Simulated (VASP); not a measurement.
Set up this calculation in VASP 6.6.1, as the native input.

| Property | Result |
| --- | --- |
| Task | single point |
| Functional | PBEsol |
| Potentials or basis | VASP PAW PBE potentials, release 64 (Zn) |
| Cutoff | 520 eV |
| k mesh | 18 × 18 × 18 |
| Occupations | gaussian, width 0.1 eV |
| Spin | no spin polarisation |
| Dipole correction | no |
| Further INCAR settings | ALGO = Normal; EDIFF = 1e-06; NBANDS = 12 |

The structure of Zn lies in POSCAR:

```
Zn
1.0
    0.0000000000      1.9187967969      1.9187967969
    1.9187967969      0.0000000000      1.9187967969
    1.9187967969      1.9187967969      0.0000000000
Zn
1
Direct
    0.0000000000      0.0000000000      0.0000000000
```

This isn't the form of Zn at room conditions, which is hcp.

These files were run (other wordings do the same):

INCAR

```
  PREC = Accurate
  ENCUT = 520
  EDIFF = 1E-6
  ISMEAR = 0
  SIGMA = 0.1
  LREAL = False
  LASPH = True
  NELM = 100
  ALGO = Normal
  ISIF = 2
  LWAVE = False
  LCHARG = True
  GGA = PS
  LELF = True
  LVHAR = True
  NBANDS = 12
```

KPOINTS

```
regular mesh
0
Gamma
  18 18 18
```

Potentials or basis: VASP PAW PBE potentials, release 64 (Zn).

Command:

```bash
$ cat potpaw_PBE.64/Zn/POTCAR > POTCAR
$ mpirun -np 1 vasp_std > vasp.out
```

It gave:

```
Pressure               : 0.5 GPa
Band gap on the k mesh : zero (bands 6 and 7 overlap by 2.99 eV)
```

Caveat: the PAW data sets were made with another functional, which shifts forces and pressure a little.

Run time: 34 s on 1 thread of Intel Xeon 8259CL (shared host), peak memory 0.15 GiB.
